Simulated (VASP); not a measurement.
# HfGe (Pm-3m) in VASP: notebook

Runs on HfGe. Level: PBE. Tasks: single point.

All numbers are computed with VASP 6.6.1; they aren't measurements. Logs are shortened: lines on timing, memory, paths and dates and some standing lists are left out, and cuts for length are marked.

## Step 1: The cell of the first run

It takes space group Pm-3m (No. 221, cubic). The conventional cell has a = 3.429 Å, b = 3.429 Å, c = 3.429 Å, α = 90.00°, β = 90.00°, γ = 90.00°. Within 3.9 Å of Hf (site symmetry m-3m) lie 8 Ge at 2.97 Å and 6 Hf at 3.43 Å. Within 3.9 Å of Ge (site symmetry m-3m) lie 8 Hf at 2.97 Å and 6 Ge at 3.43 Å.

## Step 2: Single point, PBE (volume scaled by 0.94)

Input file INCAR:

```
PREC = Accurate
ENCUT = 520
EDIFF = 1E-7
ISMEAR = -1
SIGMA = 0.05
LREAL = F
LASPH = T
NELM = 100
ALGO = Normal
ISIF = 2
LWAVE = F
LCHARG = T
GGA = PE
LELF = T
LVHAR = T
NBANDS = 19
```

Input file KPOINTS:

```
Automatic mesh
0
Gamma
  8 8 8
```

Input file POSCAR:

```
HfGe
1.0
    3.4293721463      0.0000000000      0.0000000000
    0.0000000000      3.4293721463      0.0000000000
    0.0000000000      0.0000000000      3.4293721463
Hf Ge
1 1
Direct
    0.0000000000      0.0000000000      0.0000000000
    0.5000000000      0.5000000000      0.5000000000
```

Potentials or basis: VASP PAW PBE potentials, release 64 (Hf_pv, Ge_d).

On the command line:

```
cat potpaw_PBE.64/Hf_pv/POTCAR potpaw_PBE.64/Ge_d/POTCAR > POTCAR
mpirun -np 1 vasp_std > vasp.out
```

OUTCAR:

```text
PREC = Accurate
   ENCUT = 520
   EDIFF = 1E-7
   ISMEAR = -1
   LREAL = F
   LASPH = T
   NELM = 100
   ISIF = 2
   GGA = PE

 ion  position               nearest neighbor table
   1  0.000  0.000  0.000-   2 2.97   2 2.97   2 2.97   2 2.97   2 2.97   2 2.97   2 2.97   2 2.97

   2  0.500  0.500  0.500-   1 2.97   1 2.97   1 2.97   1 2.97   1 2.97   1 2.97   1 2.97   1 2.97

  LATTYP: Found a simple cubic cell.
 ALAT       =     3.4293721463

  Lattice vectors:

 A1 = (   3.4293721463,   0.0000000000,   0.0000000000)
 A2 = (   0.0000000000,   3.4293721463,   0.0000000000)
 A3 = (   0.0000000000,   0.0000000000,   3.4293721463)

Analysis of symmetry for initial positions (statically):
=====================================================================
 Subroutine PRICEL returns:
 Original cell was already a primitive cell.

 Routine SETGRP: Setting up the symmetry group for a
 simple cubic supercell.

 Subroutine GETGRP returns: Found 48 space group operations
[... 9 lines left out ...]

 Routine SETGRP: Setting up the symmetry group for a
 simple cubic supercell.

 Subroutine GETGRP returns: Found 48 space group operations
[... 11 lines left out ...]
                                     Primitive cell

  volume of cell :      40.3315

  direct lattice vectors                    reciprocal lattice vectors
     3.429372146  0.000000000  0.000000000     0.291598566  0.000000000  0.000000000
     0.000000000  3.429372146  0.000000000     0.000000000  0.291598566  0.000000000
     0.000000000  0.000000000  3.429372146     0.000000000  0.000000000  0.291598566

  length of vectors
     3.429372146  3.429372146  3.429372146     0.291598566  0.291598566  0.291598566

  position of ions in fractional coordinates (direct lattice)
     0.000000000  0.000000000  0.000000000
     0.500000000  0.500000000  0.500000000

  ion indices of the primitive-cell ions
   primitive index   ion index
                 1           1
                 2           2

----------------------------------------------------------------------------------------

 KPOINTS: Automatic mesh

Automatic generation of k-mesh.
 Grid dimensions read from file:
 generate k-points for:    8    8    8

 Generating k-lattice:

  Cartesian coordinates                     Fractional coordinates (reciprocal lattice)
[... 48 lines left out ...]
   NGX,Y,Z   is equivalent  to a cutoff of  13.57, 13.57, 13.57 a.u.
   NGXF,Y,Z  is equivalent  to a cutoff of  27.15, 27.15, 27.15 a.u.
 SYSTEM =  unknown system
   PREC   = accura    normal or accurate (medium, high low for compatibility)
   ISTART =      0    job   : 0-new  1-cont  2-samecut
   ICHARG =      2    charge: 1-file 2-atom 10-const
   ISPIN  =      1    spin polarized calculation?
   LNONCOLLINEAR =      F non collinear calculations
   LSORBIT =      F    spin-orbit coupling
   LASPH  =      T    aspherical Exc in radial PAW
   ENCUT  =  520.0 eV  38.22 Ry    6.18 a.u.   6.38  6.38  6.38*2*pi/ulx,y,z
   NELM   =    100;   NELMIN=  2; NELMDL= -5     # of ELM steps
   EDIFF  = 0.1E-06   stopping-criterion for ELM
   LREAL  =      F    real-space projection
   EDIFFG = 0.1E-05   stopping-criterion for IOM
   NSW    =      0    number of steps for IOM
   IBRION =     -1    ionic relax: 0-MD 1-quasi-New 2-CG
   NFREE  =      0    steps in history (QN), initial steepest desc. (CG)
   ISIF   =      2    stress and relaxation
   ISYM   =      2    0-nonsym 1-usesym 2-fastsym
   POTIM  = 0.5000    time-step for ionic-motion
   TEBEG  =    0.0;   TEEND  =   0.0 temperature during run
   PSTRESS=    0.0 pullay stress
   NELECT =      24.0000    total number of electrons
   NUPDOWN=      -1.0000    fix difference up-down
   EMIN   =  10.00;   EMAX   =-10.00  energy-range for DOS
   EFERMI =   0.00;   METHOD = LEGACY
   ISMEAR =    -1;   SIGMA  =   0.05  broadening in eV -4-tet -1-fermi 0-gaus
   EFERMI_NEDOS =   21; number of points for ismear=-14 and -15
   IALGO  =     38    algorithm
   IMIX   =      4    mixing-type and parameters
     AMIX     =   0.40;   BMIX     =  1.00
     AMIX_MAG =   1.60;   BMIX_MAG =  1.00
  volume/ion in A,a.u.               =      20.17       136.09
  Fermi-wavevector in a.u.,A,eV,Ry     =   1.376990  2.602133 25.798008  1.896100
  Thomas-Fermi vector in A             =   2.502184
   LORBIT       =      0    0 simple, 1 ext, 2 COOP (PROOUT), +10 PAW based schemes
   GGA     = PE    functional components
   LHFCALC =     F    Hartree Fock is set to
   AEXX    =    0.0000 exact exchange contribution
   IVDW    =     0    specifies the selected vdW correction
   LEPSILON=     F    determine dielectric tensor
   LRPA    =     F    only Hartree local field effects (RPA)
 non-spin polarized calculation
  energy-cutoff  :      520.00
  volume of cell :       40.33
 maximum number of plane-waves:      1108
 NGX is ok and might be reduce to    28
   NGX = 13   NGY = 13   NGZ = 13

 number of electron      24.0000016 magnetization

 Free energy of the ion-electron system (eV)
  ---------------------------------------------------
  ext. energy  EPLUGINS =         0.00000000
  ---------------------------------------------------
  free energy    TOTEN  =       -14.92174190 eV

  energy without entropy =      -14.89637132  energy(sigma->0) =      -14.90905661

 E-fermi :   5.9030     XC(G=0): -11.4000

 val. band max:        5.8894279298   @ k =   0.5000   0.2500   0.1250
 cond. band min:       5.9060492633   @ k =   0.2500   0.1250   0.0000
 fundamental gap:      0.0166213335
 Fermi energy:         5.9029676615

 k-point     1 :       0.0000    0.0000    0.0000
  band No.  band energies     occupation
      1     -25.0188      2.00000
      2     -25.0188      2.00000
      3     -25.0188      2.00000
      4     -18.2001      2.00000
      5     -18.2001      2.00000
      6     -18.1892      2.00000
[... 505 lines left out ...]
      6     -18.1964      2.00000
[... 11 lines left out ...]
     18      12.1608      0.00000
     19      15.4697      0.00000

 [... further k-points ...]
[... 5 lines left out ...]
  --------------------------------------------------------------------------------------
  -------------------------------------------------------------------------------------
  Total       -1.8004183     -1.8004183     -1.8004183     -0.0000000      0.0000000      0.0000000
  in kB      -71.5220828    -71.5220828    -71.5220828     -0.0000000      0.0000000      0.0000000
  external PRESSURE =     -71.5220828 kB  Pullay stress =       0.0000000 kB

 VOLUME and BASIS-vectors are now :
 -----------------------------------------------------------------------------
  energy-cutoff  :      520.00
  volume of cell :       40.33
      direct lattice vectors                 reciprocal lattice vectors
     3.429372146  0.000000000  0.000000000     0.291598566  0.000000000  0.000000000
     0.000000000  3.429372146  0.000000000     0.000000000  0.291598566  0.000000000
     0.000000000  0.000000000  3.429372146     0.000000000  0.000000000  0.291598566

 POSITION                                       TOTAL-FORCE (eV/Angst)
 -----------------------------------------------------------------------------------
      0.00000      0.00000      0.00000         0.000000      0.000000      0.000000
      1.71469      1.71469      1.71469         0.000000      0.000000      0.000000
 -----------------------------------------------------------------------------------
    total drift:                                0.000000      0.000000      0.000000

  FREE ENERGIE OF THE ION-ELECTRON SYSTEM (eV)
  ---------------------------------------------------
  free  energy   TOTEN  =       -14.9217418966 eV

  energy  without entropy=      -14.8963713214  energy(sigma->0) =      -14.90905661
```

stdout:

```text
POSCAR found type information on POSCAR HfGe
 POSCAR found :  2 types and       2 ions
 scaLAPACK will be used
 LDA part: xc-table for (Slater+PW92), standard interpolation
 POSCAR, INCAR and KPOINTS ok, starting setup
 FFT: planning ... GRIDC
 FFT: planning ... GRID_SOFT
 FFT: planning ... GRID
 WAVECAR not read
 entering main loop
```

It took 12 s on 1 thread of Intel Xeon 6975P-C (Granite Rapids), shared host; peak memory 0.16 GiB.

What came out:

```yaml
Free_energy: -14.9217 eV
Pressure: -7.2 GPa
Band_gap_on_the_k_mesh: zero (band 12 reaches 7.65 eV, above the bottom of band 13 at 5.51 eV)
```

Caveat: spin-orbit coupling is left out, which moves the levels of the heavy elements.

## Step 3: Single point, PBE (volume scaled by 0.96)

Input file INCAR:

```
ALGO = Normal
EDIFF = 1E-6
ENCUT = 520
GGA = PE
ISIF = 2
ISMEAR = -1
LASPH = T
LCHARG = F
LREAL = F
LWAVE = F
NBANDS = 19
NELM = 60
PREC = Accurate
SIGMA = 0.05
```

Input file KPOINTS:

```
k-points
0
Gamma
  8 8 8
```

Input file POSCAR:

```
HfGe
1.0
    3.4535234501      0.0000000000      0.0000000000
    0.0000000000      3.4535234501      0.0000000000
    0.0000000000      0.0000000000      3.4535234501
Hf Ge
1 1
Direct
    0.0000000000      0.0000000000      0.0000000000
    0.5000000000      0.5000000000      0.5000000000
```

Potentials or basis: VASP PAW PBE potentials, release 64 (Hf_pv, Ge_d).

On the command line:

```
cat potpaw_PBE.64/Hf_pv/POTCAR potpaw_PBE.64/Ge_d/POTCAR > POTCAR
mpirun -np 1 vasp_std > vasp.out
```

Wall time 12 s (1 thread of Intel Xeon 6975P-C (Granite Rapids), shared host); peak memory 0.17 GiB.

The run converged. Its results:

| Item | Value |
| --- | --- |
| Free energy | -14.8791 eV |
| Pressure | -8.8 GPa |
| Band gap on the k mesh | zero (band 12 reaches 7.44 eV, above the bottom of band 13 at 5.35 eV) |

Levels at points of the mesh, in eV from the Fermi level:
```
           k point  band 10  band 11  band 12  band 13  band 14  band 15
(0.00, 0.00, 0.00)    -1.28    -1.28     1.71     1.71     1.71     3.22
(0.50, 0.00, 0.00)    -5.98    -0.47    -0.38    -0.38     3.50     4.50
(0.50, 0.50, 0.00)    -2.83    -2.83    -1.77     1.53     1.53     3.50
(0.50, 0.50, 0.50)    -3.92    -3.92    -3.92     3.34     3.34     3.34
```

Caveat: spin-orbit coupling is left out, which moves the levels of the heavy elements.

(Continued in part 2 of 2.)
